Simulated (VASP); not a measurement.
# Zr: single point with PBE

Crystal: Zr.

```
Zr
1.0
     0.00000    2.25500    2.25500
     2.25500    0.00000    2.25500
     2.25500    2.25500    0.00000
Zr
1
Direct
  0.00000 0.00000 0.00000
```

This isn't the form of Zr at room conditions, which is hcp.

```json
{"Program": "VASP 6.6.1", "Task": "single point", "Functional": "PBE", "Potentials or basis": "VASP PAW PBE potentials, release 64 (Zr_sv)", "Cutoff": "520 eV", "k mesh": "16 × 16 × 16", "Occupations": "gaussian, width 0.05 eV", "Spin": "no spin polarisation"}
```

| Item | Value |
| --- | --- |
| Pressure | 1.0 GPa |
| Band gap on the k mesh | zero (bands 6 and 7 overlap by 1.38 eV) |

Levels at points of the mesh, in eV from the Fermi level:
```tsv
k point	band 3	band 4	band 5	band 6	band 7	band 8	band 9	band 10
(0.00, 0.00, 0.00)	-26.18	-26.18	-5.59	0.98	0.98	0.98	3.44	3.44
(0.50, 0.00, 0.00)	-26.31	-26.31	-2.98	0.79	0.79	1.15	5.25	5.25
(0.50, 0.50, 0.00)	-26.53	-26.53	-3.04	-2.24	3.07	5.26	5.77	5.77
```

Run time: 37 s on 1 thread of Intel Xeon 8259CL (shared host), peak memory 0.16 GiB.
